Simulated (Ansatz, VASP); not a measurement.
## Si in VASP and in Ansatz

The input INCAR:

```
SYSTEM = Si
PREC = Accurate
ENCUT = 520
EDIFF = 1E-6
ISMEAR = 0
SIGMA = 0.05
LREAL = .FALSE.
LASPH = .TRUE.
NELM = 60
ALGO = Normal
ISIF = 2
LWAVE = .FALSE.
LCHARG = .FALSE.
GGA = PE
NBANDS = 16
```

File KPOINTS:

```
Automatic mesh
0
G
  12 12 6
  0 0 0
```

Contents of POSCAR:

```
Si
1.0
    3.9202120069      0.0000000000      0.0000000000
   -1.9601060035      3.3950031862      0.0000000000
    0.0000000000      0.0000000000      6.1421881724
Si
4
Direct
    0.3333333333      0.6666666667      0.0629320729
    0.6666666667      0.3333333333      0.5629320729
    0.3333333333      0.6666666667      0.4370679271
    0.6666666667      0.3333333333      0.9370679271
```

Input for Ansatz:

```yaml
crystal:
  lattice:
    - [3.9202120069, 0.0, 0.0]
    - [-1.9601060035, 3.3950031862, 0.0]
    - [0.0, 0.0, 6.1421881724]
  atoms:
    - { symbol: Si, position: [0.3333333333, 0.6666666667, 0.0629320729] }
    - { symbol: Si, position: [0.6666666667, 0.3333333333, 0.5629320729] }
    - { symbol: Si, position: [0.3333333333, 0.6666666667, 0.4370679271] }
    - { symbol: Si, position: [0.6666666667, 0.3333333333, 0.9370679271] }
basis:
  ecutwfc: 420
kpoints:
  mp_grid: { grid: [12, 12, 6] }
hamiltonian:
  xc: pbe
  pseudopotentials: { kind: paw, azcp: { folder: soft_1 } }
scf:
  occupations: { method: gaussian, width: 0.05 }
output:
  forces: true
  stress: true
  eigenvalues: true
  write_density: true
  write_potential: true
  elf: true
  volumetric_format: npy
```

Alike in both runs: task single point; functional PBE; k mesh 12 × 12 × 6; occupations gaussian, width 0.05 eV; no spin polarisation.

|  | VASP | Ansatz |
| --- | --- | --- |
| version | VASP 6.6.1 | Ansatz 0.2.0 |
| potentials or method | VASP PAW PBE potentials, release 64 (Si), cutoff 520 eV | scalar-relativistic, plane waves, PAW |
| valence electrons in the cell | 16 | 16 |

|  | VASP | Ansatz | Ansatz less VASP |
| --- | --- | --- | --- |
| gap on the k mesh at the Fermi level (eV) | 0.20 | 0.20 | -0.001 |
| least direct gap on the mesh (eV) | 0.40 | 0.40 | -0.003 |
| pressure (GPa) | 0.4 | 0.4 | +0.06 |
| traceless stress, the component that is largest in VASP (GPa) | 8.25 | 8.25 | -0.006 |
| rms of the force components (eV/Å) | 0.366 | 0.368 | +0.0020 |

Atom by atom the forces differ by 0.002 eV/Å (rms over components). The functional is the same, so the differences come from potentials, cutoffs and numerics.
